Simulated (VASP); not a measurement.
**Ag: single point with PBE**

Crystal: Ag.

```
Ag
1.0
     0.00000    2.04310    2.04310
     1.96138    0.00000    2.04310
     1.96138    2.04310    0.00000
Ag
1
Direct
  0.00000 0.00000 0.00000
```

This cell differs from its parent crystal: strain -0.0400 x Voigt [1, 0, 0, 0, 0, 0].

| Item | Value |
| --- | --- |
| Program | VASP 6.6.1 |
| Task | single point |
| Functional | PBE |
| Potentials or basis | VASP PAW PBE potentials, release 64 (Ag) |
| Cutoff | 520 eV |
| k mesh | 20 × 20 × 20 |
| Occupations | gaussian, width 0.15 eV |
| Spin | no spin polarisation |
| Dipole correction | no |
| Further INCAR settings | ALGO = Fast; EDIFF = 1e-07; NBANDS = 12 |

The pressure is 9.9 GPa. The band gap on the k mesh is zero (an odd number of electrons rules out a gap without spin polarisation).

Stress tensor (GPa, compression positive):
```
11.03  0.00  0.00
 0.00  9.37  0.00
 0.00  0.00  9.37
```

Levels at points of the mesh, in eV from the Fermi level:
```
           k point  band 4  band 5  band 6  band 7  band 8  band 9
(0.00, 0.00, 0.00)   -4.80   -4.01   -3.74   16.11   19.69   19.69
(0.50, 0.00, 0.00)   -3.08   -2.95   -0.53    3.82   15.24   17.80
(0.50, 0.50, 0.00)   -2.90   -2.71    1.31    6.70   11.07   11.16
(0.00, 0.50, 0.50)   -2.78   -2.78    2.05    7.74   10.36   10.36
```

Run time: 37 s on 1 thread of Intel(R) Xeon(R) 6975P-C (Granite Rapids), with other jobs on the host, peak memory 0.23 GiB.

Caveat: the cell differs from its parent crystal (strain -0.0400 x Voigt [1, 0, 0, 0, 0, 0]); the cell stands under pressure.
